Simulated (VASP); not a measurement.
# TiMoSe4 (P4/mmm) in VASP: further runs, part 2 of 3

VASP 6.6.1.

**3. Relaxation of cell and atoms, PBE, collinear spin**

This run uses another cell than the first one, of 24.92 Å³/atom.

INCAR reads:

```
ALGO     = Normal         # electronic algorithm
EDIFF    = 1E-6           # SCF threshold, eV
EDIFFG   = -0.08          # ionic threshold
ENCUT    = 600            # plane-wave cutoff, eV
GGA      = PE             # functional
IBRION   = 2              # ionic algorithm
ISIF     = 3              # what is computed and relaxed
ISMEAR   = 0              # smearing method
ISPIN    = 2              # spin polarisation
LASPH    = T              # aspherical terms in the spheres
LCHARG   = F              # write CHGCAR
LMAXMIX  = 4              # l up to which the mixer works
LORBIT   = 11             # projections on sites
LREAL    = F              # projectors in reciprocal space
LWAVE    = F              # write WAVECAR
MAGMOM   = 1 1 0 0 0 0    # initial moments
NELM     = 150            # most SCF steps
NSW      = 36             # ionic steps
PREC     = Accurate       # precision mode
SIGMA    = 0.15           # smearing width, eV
```

KPOINTS reads:

```
k-points
0
Gamma
  2 2 3
```

POSCAR reads:

```
TiMoSe4
1.0
    5.8841265400      0.0000000000      0.0000000000
    0.0000000000      5.8841265400      0.0000000000
    0.0000000000      0.0000000000      4.3179705600
Ti Mo Se
1 1 4
Direct
    0.0000000000      0.0000000000      0.5000000000
    0.5000000000      0.5000000000      0.5000000000
    0.7957686100      0.5000000000      0.0000000000
    0.2042313900      0.5000000000      0.0000000000
    0.5000000000      0.7957686100      0.0000000000
    0.5000000000      0.2042313900      0.0000000000
```

Potentials or basis: VASP PAW PBE potentials, release 64 (Ti_sv, Mo_sv, Se).

Command:

```bash
$ cat potpaw_PBE.64/Ti_sv/POTCAR potpaw_PBE.64/Mo_sv/POTCAR potpaw_PBE.64/Se/POTCAR > POTCAR
$ mpirun -np 1 vasp_std > vasp.out
```

It took 29 min on 1 thread of Intel Xeon Platinum 8375C at 2.90GHz (Ice Lake), shared host; peak memory 0.38 GiB.

The run converged. Its results:

```yaml
Free_energy: -30.3836 eV
Relaxed_volume: 26.15 Å³/atom
Relaxed_cell: a = 7.352 Å, b = 7.352 Å, c = 2.903 Å, α = 90.00°, β = 90.00°, γ = 90.00°
Space_group_after_relaxing_to_0.1_Å: P4/mmm (No. 123)
Energy_gained_by_relaxing: 794.2 meV/atom
Ionic_steps: 17
Pressure_after_relaxing: 0.1 GPa
Largest_force_after_relaxing: 0.038 eV/Å
Net_moment: 1.77 μB per cell
Site_moments: Ti +1.70; Mo -0.39; Se -0.03 μB
Valence_electrons_inside_the_program's_atomic_spheres: Ti 10.08; Mo 12.45; Se 3.76
```

Forces in eV/Å, atoms in the order of the input:
```
Ti   0.000  0.000  0.000
Mo   0.000  0.000  0.000
Se  -0.038  0.000  0.000
Se   0.038  0.000  0.000
Se   0.000 -0.038  0.000
Se   0.000  0.038  0.000
```

Stress tensor (GPa, compression positive):
```
 0.35  0.00  0.00
 0.00  0.35  0.00
 0.00  0.00 -0.30
```

Step by step:
```tsv
step	energy change (eV)	largest force (eV/Å)	pressure (GPa)	volume (Å³)
1	0.0000	0.8080	7.56	149.50
2	-2.3997	0.6285	-4.60	173.94
3	-2.4574	0.8094	-5.83	178.30
4	-3.7604	0.4655	-2.73	159.13
5	-4.1664	0.3199	2.92	147.03
6	-4.1993	0.6678	4.74	143.87
7	-4.4390	0.3981	7.38	143.96
8	-4.5856	0.4836	5.94	144.17
9	-4.6685	0.7532	-1.95	159.23
10	-4.7140	0.2781	1.02	152.53
11	-4.7344	0.3624	0.14	153.77
12	-4.7332	0.3279	0.69	153.38
13	-4.7335	0.3421	0.61	153.57
14	-4.7530	0.2077	0.37	154.86
15	-4.7594	0.0822	0.16	156.01
16	-4.7595	0.0694	0.14	156.13
17	-4.7649	0.0380	0.14	156.89
```

Final structure:
```
CELL_PARAMETERS angstrom
7.35201 0.00000 0.00000
0.00000 7.35201 0.00000
0.00000 0.00000 2.90266
ATOMIC_POSITIONS crystal
Ti 0.00000 0.00000 0.50000
Mo 0.50000 0.50000 0.50000
Se 0.79474 0.50000 0.00000
Se 0.20526 0.50000 0.00000
Se 0.50000 0.79474 0.00000
Se 0.50000 0.20526 0.00000
```

Levels at points of the mesh, in eV from the Fermi level:
Spin up:
| k point | band 23 | band 24 | band 25 | band 26 | band 27 | band 28 | band 29 | band 30 |
| --- | --- | --- | --- | --- | --- | --- | --- | --- |
| (0.00, 0.00, 0.00) | -0.68 | -0.48 | -0.35 | -0.11 | 0.19 | 0.89 | 0.89 | 1.28 |
| (0.50, 0.00, 0.00) | -0.74 | -0.68 | 0.00 | 0.10 | 0.44 | 0.68 | 0.88 | 0.89 |
| (0.50, 0.50, 0.00) | -0.74 | -0.74 | -0.53 | -0.50 | 0.53 | 0.89 | 0.89 | 1.55 |
Spin down:
```tsv
k point	band 20	band 21	band 22	band 23	band 24	band 25	band 26	band 27	band 28	band 29
(0.00, 0.00, 0.00)	-1.20	-1.20	-0.82	-0.82	-0.20	0.39	0.62	1.12	1.44	1.94
(0.50, 0.00, 0.00)	-1.11	-1.07	-0.88	-0.82	-0.79	0.30	1.05	1.38	1.57	1.81
(0.50, 0.50, 0.00)	-1.65	-1.64	-1.62	-0.88	-0.88	-0.20	1.39	1.51	1.78	1.84
```

Caveat: the k points lie up to 0.72 Å⁻¹ apart in the final cell; a cell axis changed by over 15 % at a fixed basis, so the end point is rough; the relaxation stopped at a loose force limit of 0.08 eV/Å, so its end isn't a converged minimum.

**4. Single point, PBE, collinear spin**

This run uses another cell than the first one, of 20.88 Å³/atom.

INCAR reads:

```
SYSTEM = TiMoSe4
PREC     = Accurate       ! precision mode
ENCUT    = 520            ! plane-wave cutoff, eV
EDIFF    = 1E-6           ! SCF threshold, eV
ISMEAR   = 0              ! smearing method
SIGMA    = 0.15           ! smearing width, eV
LREAL    = .False.        ! projectors in reciprocal space
LASPH    = .True.         ! aspherical terms in the spheres
NELM     = 150            ! most SCF steps
ALGO     = Normal         ! electronic algorithm
ISIF     = 2              ! what is computed and relaxed
LWAVE    = .False.        ! write WAVECAR
LCHARG   = .False.        ! write CHGCAR
ISPIN    = 2              ! spin polarisation
MAGMOM   = 1 1 0 0 0 0    ! initial moments
LORBIT   = 11             ! projections on sites
LMAXMIX  = 4              ! l up to which the mixer works
GGA      = PE             ! functional
NBANDS   = 38             ! bands
```

KPOINTS reads:

```
regular mesh
0
Gamma
  2 2 3
  0 0 0
```

POSCAR reads:

```
TiMoSe4
1.0
    6.1832975034      0.0000000000      0.0000000000
    0.0000000000      6.1832975034      0.0000000000
    0.0000000000      0.0000000000      3.2759976532
Ti Mo Se
1 1 4
Direct
    0.0000000000      0.0000000000      0.0000000000
    0.5000000000      0.5000000000      0.0000000000
    0.7482988739      0.7482988739      0.5000000000
    0.2517011261      0.2517011261      0.5000000000
    0.7482988739      0.2517011261      0.5000000000
    0.2517011261      0.7482988739      0.5000000000
```

Potentials or basis: VASP PAW PBE potentials, release 64 (Ti_sv, Mo_sv, Se).

Command:

```bash
$ cat potpaw_PBE.64/Ti_sv/POTCAR potpaw_PBE.64/Mo_sv/POTCAR potpaw_PBE.64/Se/POTCAR > POTCAR
$ mpirun -np 1 vasp_std > vasp.out
```

OUTCAR:

```text
SYSTEM = TiMoSe4
   PREC = Accurate
   ENCUT = 520
   EDIFF = 1E-6
   ISMEAR = 0
   LREAL = .False.
   LASPH = .True.
   NELM = 150
   ISIF = 2
   ISPIN = 2
   LORBIT = 11
   GGA = PE

 ion  position               nearest neighbor table
   1  0.000  0.000  0.000-   3 2.74   4 2.74   5 2.74   6 2.74   3 2.74   4 2.74   5 2.74   6 2.74

   2  0.500  0.500  0.000-   3 2.72   4 2.72   5 2.72   6 2.72   3 2.72   4 2.72   5 2.72   6 2.72

   3  0.748  0.748  0.500-   2 2.72   2 2.72   1 2.74   1 2.74
   4  0.252  0.252  0.500-   2 2.72   2 2.72   1 2.74   1 2.74
   5  0.748  0.252  0.500-   2 2.72   2 2.72   1 2.74   1 2.74
   6  0.252  0.748  0.500-   2 2.72   2 2.72   1 2.74   1 2.74

  LATTYP: Found a simple tetragonal cell.
 ALAT       =     6.1832975034
 C/A-ratio  =     0.5298140113

  Lattice vectors:

 A1 = (   6.1832975034,   0.0000000000,   0.0000000000)
 A2 = (   0.0000000000,   6.1832975034,   0.0000000000)
 A3 = (   0.0000000000,   0.0000000000,   3.2759976532)

Analysis of symmetry for initial positions (statically):
=====================================================================
 Subroutine PRICEL returns:
 Original cell was already a primitive cell.

 Routine SETGRP: Setting up the symmetry group for a
 simple tetragonal supercell.

 Subroutine GETGRP returns: Found 16 space group operations
 (whereof 16 operations were pure point group operations)
 out of a pool of 16 trial point group operations.

The static configuration has the point symmetry D_4h.

Analysis of symmetry for dynamics (positions and initial velocities):
=====================================================================
 Subroutine PRICEL returns:
 Original cell was already a primitive cell.

 Routine SETGRP: Setting up the symmetry group for a
 simple tetragonal supercell.

 Subroutine GETGRP returns: Found 16 space group operations
 (whereof 16 operations were pure point group operations)
[... 160 lines left out ...]

 spin component 1

 k-point     1 :       0.0000    0.0000    0.0000
  band No.  band energies     occupation
      1     -55.5959      1.00000
      2     -51.5946      1.00000
      3     -29.8012      1.00000
      4     -29.8012      1.00000
      5     -29.6032      1.00000
      6     -27.9563      1.00000
[... 229 lines left out ...]
     36      12.5335      0.00000
     37      12.7256      0.00000
 Fermi energy:         6.3402354278

 spin component 2

 k-point     1 :       0.0000    0.0000    0.0000
  band No.  band energies     occupation
      1     -54.4792      1.00000
      2     -51.0553      1.00000
      3     -28.5062      1.00000
      4     -28.5062      1.00000
      5     -28.5054      1.00000
      6     -27.4008      1.00000
[... 229 lines left out ...]
     36      12.6391      0.00000
     37      13.1897      0.00000
 [bands above 37 left out]

------------------------ aborting loop because EDIFF is reached ----------------------------------------

  FORCE on cell =-STRESS in cart. coord.  units (eV):
  Direction    XX          YY          ZZ          XY          YZ          ZX
  --------------------------------------------------------------------------------------
  -------------------------------------------------------------------------------------
  Total        0.1059348      0.1059348      0.0551413      0.0000000      0.0000000     -0.0000000
  in kB        1.3550809      1.3550809      0.7053480      0.0000000      0.0000000     -0.0000000
  external PRESSURE =       1.1385033 kB  Pullay stress =       0.0000000 kB

 VOLUME and BASIS-vectors are now :
 -----------------------------------------------------------------------------
  energy-cutoff  :      520.00
  volume of cell :      125.25
      direct lattice vectors                 reciprocal lattice vectors
     6.183297503  0.000000000  0.000000000     0.161726005  0.000000000  0.000000000
     0.000000000  6.183297503  0.000000000     0.000000000  0.161726005  0.000000000
     0.000000000  0.000000000  3.275997653     0.000000000  0.000000000  0.305250524

 POSITION                                       TOTAL-FORCE (eV/Angst)
 -----------------------------------------------------------------------------------
      0.00000      0.00000      0.00000        -0.000000      0.000000      0.000000
      3.09165      3.09165      0.00000        -0.000000      0.000000      0.000000
      4.62695      4.62695      1.63800        -0.006434     -0.006434     -0.000000
      1.55634      1.55634      1.63800         0.006434      0.006434      0.000000
      4.62695      1.55634      1.63800        -0.006434      0.006434     -0.000000
      1.55634      4.62695      1.63800         0.006434     -0.006434      0.000000
 -----------------------------------------------------------------------------------
    total drift:                                0.000000     -0.000000     -0.000000

  FREE ENERGIE OF THE ION-ELECTRON SYSTEM (eV)
  ---------------------------------------------------
  free  energy   TOTEN  =       -33.0936801430 eV

  energy  without entropy=      -33.0285388724  energy(sigma->0) =      -33.06110951

 total charge

# of ion       s       p       d       tot
------------------------------------------
    1        2.129   6.071   1.934  10.135
    2        2.201   6.098   3.919  12.218
    3        1.481   2.282   0.046   3.809
    4        1.481   2.282   0.046   3.809
    5        1.481   2.282   0.046   3.809
    6        1.481   2.282   0.046   3.809
--------------------------------------------------
tot         10.253  21.299   6.036  37.588

 magnetization (x)

# of ion       s       p       d       tot
------------------------------------------
    1        0.015   0.012   0.528   0.555
    2        0.018   0.015   1.667   1.699
    3        0.001  -0.030   0.010  -0.019
    4        0.001  -0.030   0.010  -0.019
    5        0.001  -0.030   0.010  -0.019
    6        0.001  -0.030   0.010  -0.019
--------------------------------------------------
tot          0.038  -0.095   2.234   2.178
```

OSZICAR:

```text
N       E                     dE             d eps       ncg     rms          rms(c)
DAV:   1     0.476270243367E+03    0.47627E+03   -0.24139E+04   952   0.127E+03
DAV:   2     0.573096457169E+01   -0.47054E+03   -0.44555E+03   970   0.349E+02
[... 25 lines left out ...]
DAV:  28    -0.330934850898E+02   -0.19180E-03   -0.26416E-04  1006   0.740E-02    0.162E-01
DAV:  29    -0.330935267260E+02   -0.41636E-04   -0.10795E-03   984   0.134E-01    0.817E-02
DAV:  30    -0.330936316270E+02   -0.10490E-03   -0.15062E-04   980   0.559E-02    0.578E-02
DAV:  31    -0.330936753584E+02   -0.43731E-04   -0.16824E-04  1004   0.517E-02    0.371E-02
DAV:  32    -0.330936576006E+02    0.17758E-04   -0.78309E-05  1024   0.368E-02    0.241E-02
DAV:  33    -0.330936797914E+02   -0.22191E-04   -0.51654E-05   960   0.312E-02    0.437E-03
DAV:  34    -0.330936801430E+02   -0.35158E-06   -0.22502E-06   948   0.731E-03
   1 F= -.33093680E+02 E0= -.33061110E+02  d E =-.651413E-01  mag=     2.5866
```

It took 3.3 min on 1 thread of Intel Xeon 8259CL, shared host; peak memory 0.28 GiB.

Results:

- Free energy: -33.0937 eV
- Pressure: 0.1 GPa
- Largest force: 0.009 eV/Å
- Net moment: 2.59 μB per cell
- Site moments: Ti +0.56; Mo +1.70; Se -0.02 μB
- Valence electrons inside the program's atomic spheres: Ti 10.13; Mo 12.22; Se 3.81

Forces on the atoms (eV/Å):
```
Ti   0.000  0.000  0.000
Mo   0.000  0.000  0.000
Se  -0.006 -0.006  0.000
Se   0.006  0.006  0.000
Se  -0.006  0.006  0.000
Se   0.006 -0.006  0.000
```

Levels at points of the mesh, in eV from the Fermi level:
Spin up:
| k point | band 23 | band 24 | band 25 | band 26 | band 27 | band 28 | band 29 | band 30 | band 31 | band 32 |
| --- | --- | --- | --- | --- | --- | --- | --- | --- | --- | --- |
| (0.00, 0.00, 0.00) | -0.71 | -0.24 | -0.24 | -0.23 | -0.23 | 0.39 | 0.54 | 0.68 | 1.21 | 2.88 |
| (0.50, 0.00, 0.00) | -1.26 | -0.78 | -0.50 | -0.32 | -0.25 | 0.65 | 1.22 | 1.42 | 1.89 | 1.93 |
| (0.50, 0.50, 0.00) | -2.05 | -0.87 | -0.48 | -0.45 | -0.22 | -0.22 | 0.54 | 0.82 | 1.10 | 1.18 |
Spin down:
```csv
k point,band 21,band 22,band 23,band 24,band 25,band 26,band 27,band 28
"(0.00, 0.00, 0.00)",-1.31,-0.21,-0.21,-0.07,0.02,0.43,0.43,0.51
"(0.50, 0.00, 0.00)",-1.56,-1.12,-1.03,-0.43,-0.27,-0.21,1.20,1.21
"(0.50, 0.50, 0.00)",-2.23,-2.23,-0.89,-0.48,-0.45,-0.38,0.46,0.46
```

Caveat: the k points lie up to 0.64 Å⁻¹ apart.

(Part 2 of 3 ends here.)
